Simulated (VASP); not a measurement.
A run of VASP 6.6.1 is set up as follows.

Contents of INCAR:

```
ALGO     = Fast           # electronic algorithm
EDIFF    = 1E-6           # SCF threshold, eV
ENCUT    = 520            # plane-wave cutoff, eV
GGA      = PS             # functional
ISIF     = 2              # what is computed and relaxed
ISMEAR   = 0              # smearing method
LASPH    = True           # aspherical terms in the spheres
LCHARG   = False          # write CHGCAR
LREAL    = False          # projectors in reciprocal space
LWAVE    = False          # write WAVECAR
NBANDS   = 27             # bands
NELM     = 100            # most SCF steps
PREC     = Accurate       # precision mode
SIGMA    = 0.15           # smearing width, eV
```

KPOINTS

```
k-points
0
Gamma
  21 21 7
```

Contents of POSCAR:

```
AlCo
1.0
    0.0000000000     -2.8225855369      0.0000000000
    0.0000000000      0.0000000000     -2.8225855369
   10.4677566106      0.0000000000      0.0000000000
Al Co
3 3
Direct
    1.0000000000      1.0000000000      0.2022207912
    1.0000000000      1.0000000000      0.4718664891
    1.0000000000      1.0000000000      0.7415121870
    0.5000000000      0.5000000000      0.0673979422
    0.5000000000      0.5000000000      0.3370436401
    0.5000000000      0.5000000000      0.6066893380
```

Potentials or basis: VASP PAW PBE potentials, release 64 (Al, Co).

Launch:

```sh
$ cat potpaw_PBE.64/Al/POTCAR potpaw_PBE.64/Co/POTCAR > POTCAR
$ mpirun -np 1 vasp_std > vasp.out
```

Question: Predict the band gap on the k mesh.

Answer: Zero (band 18 reaches 8.54 eV, above the bottom of band 19 at 7.81 eV).

Question: Estimate the pressure.

Answer: -6.1 GPa.

Forces on the atoms (eV/Å):
```
Al  -0.822  0.000  0.000
Al  -0.283  0.000  0.000
Al   0.544  0.000  0.000
Co  -0.179  0.000  0.000
Co   0.195  0.000  0.000
Co   0.546  0.000  0.000
```

Caveat: the PAW data sets were made with another functional, which shifts forces and pressure a little. Spin polarisation is off, so any magnetic state and its effect on volume and gap are missing.
